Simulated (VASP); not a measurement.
Here is a VASP 6.6.1 calculation.

POSCAR

```
HfN
1.0
    0.0000000000      2.4548220000      2.3934514500
    2.4548220000      0.0000000000      2.3934514500
    2.4548220000      2.4548220000      0.0000000000
Hf N
1 1
Direct
    0.0000000000      0.0000000000      0.0000000000
    0.7500000000      0.7500000000      0.7500000000
```

The input INCAR.step1:

```
PREC = Accurate
ENCUT = 520
ISMEAR = 0
SIGMA = 0.15
LREAL = False
LASPH = True
NELM = 100
NBANDS = 14
GGA = PE
ALGO = Normal
EDIFF = 1E-4
LWAVE = True
LCHARG = False
```

File INCAR.step2:

```
PREC = Accurate
ENCUT = 520
EDIFF = 1E-6
ISMEAR = 0
SIGMA = 0.15
LREAL = False
LASPH = True
NELM = 100
ALGO = Normal
ISIF = 2
LWAVE = False
LCHARG = False
METAGGA = R2SCAN
LMIXTAU = True
NBANDS = 14
ISTART = 1
```

KPOINTS

```
Automatic mesh
0
Gamma
  16 16 16
```

Potentials or basis: VASP PAW PBE potentials, release 64 (Hf_pv, N).

Run with:

```console
$ cat potpaw_PBE.64/Hf_pv/POTCAR potpaw_PBE.64/N/POTCAR > POTCAR
$ cp INCAR.step1 INCAR
$ mpirun -np 1 vasp_std > vasp.out
$ cp INCAR.step2 INCAR
$ mpirun -np 1 vasp_std > vasp.out
```

**Question.** What does it give for the band gap on the k mesh?

**Answer.** Zero (an odd number of electrons rules out a gap without spin polarisation).

**Question.** What does it give for the pressure?

**Answer.** 1.6 GPa.

Stress tensor (GPa, compression positive):
```
0.30 0.00 0.00
0.00 0.30 0.00
0.00 0.00 4.31
```

Caveat: the cell differs from its parent crystal (strain +0.000 along x and y, -0.025 along z); the PAW data sets were made with another functional, which shifts forces and pressure a little; spin-orbit coupling is left out, which moves the levels of the heavy elements; an odd number of electrons without spin polarisation forces a metal; a magnetic or distorted state may lie lower.
